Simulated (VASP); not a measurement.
Rh, 1 atom in the cell. Symmetry: Fm-3m, No. 225, cubic system. The conventional cell has a = 3.898 Å, b = 3.898 Å, c = 3.898 Å, α = 90.00°, β = 90.00°, γ = 90.00°. Within 3.6 Å of Rh (site symmetry m-3m) lie 12 Rh at 2.76 Å.  This cell differs from its parent crystal: strain +0.025 along x and y, +0.025 along z.

| Item | Value |
| --- | --- |
| Program | VASP 6.6.1 |
| Task | single point |
| Functional | PBEsol |
| Potentials or basis | VASP PAW PBE potentials, release 64 (Rh_pv) |
| Cutoff | 520 eV |
| k mesh | 22 × 22 × 22 |
| Occupations | gaussian, width 0.15 eV |
| Spin | no spin polarisation |
| Dipole correction | no |
| Further INCAR settings | ALGO = Normal; EDIFF = 1e-07; NBANDS = 14 |

Potentials or basis: VASP PAW PBE potentials, release 64 (Rh_pv).

Command:

```console
$ cat potpaw_PBE.64/Rh_pv/POTCAR > POTCAR
$ mpirun -np 1 vasp_std > vasp.out
```

Hardware: 1 thread of AMD EPYC 9R45 96-Core Processor (Zen 5), on a shared host.

Task: Estimate the wall time of this run.

Result: It took 42 s on 1 thread of AMD EPYC 9R45 96-Core Processor (Zen 5), on a shared host, peak memory 0.16 GiB. Counts: scf iterations 11, k points 328.
